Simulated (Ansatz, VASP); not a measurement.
# Na in VASP and in Ansatz

```
CELL_PARAMETERS angstrom
-1.66563 1.66563 1.66563
1.66563 -1.66563 1.66563
1.66563 1.66563 -1.66563
ATOMIC_POSITIONS crystal
Na 0.00000 0.00000 0.00000
```

Change from the starting cell: volume scaled by 0.5, PAW files.

Alike in both runs: task single point; functional PBE; k mesh 13 × 13 × 13; occupations fermi-dirac, width 0.05 eV; no spin polarisation.

```csv
,VASP,Ansatz
version,VASP 6.6.1,Ansatz 0.2.0
potentials or method,"VASP PAW PBE potentials, release 64 (Na_pv)","PAW with Ansatz's default frozen-core files, scalar-relativistic"
plane-wave cutoff (eV),520,420
valence electrons in the cell,7,9
```

Ansatz gave:

```
pressure (GPa) : 19.7
```

Which values does VASP return?

Pressure (GPa): 19.6.

VASP's potentials hold 7 valence electrons a cell and Ansatz's 9, so a difference there can come from the potentials and not from the codes.
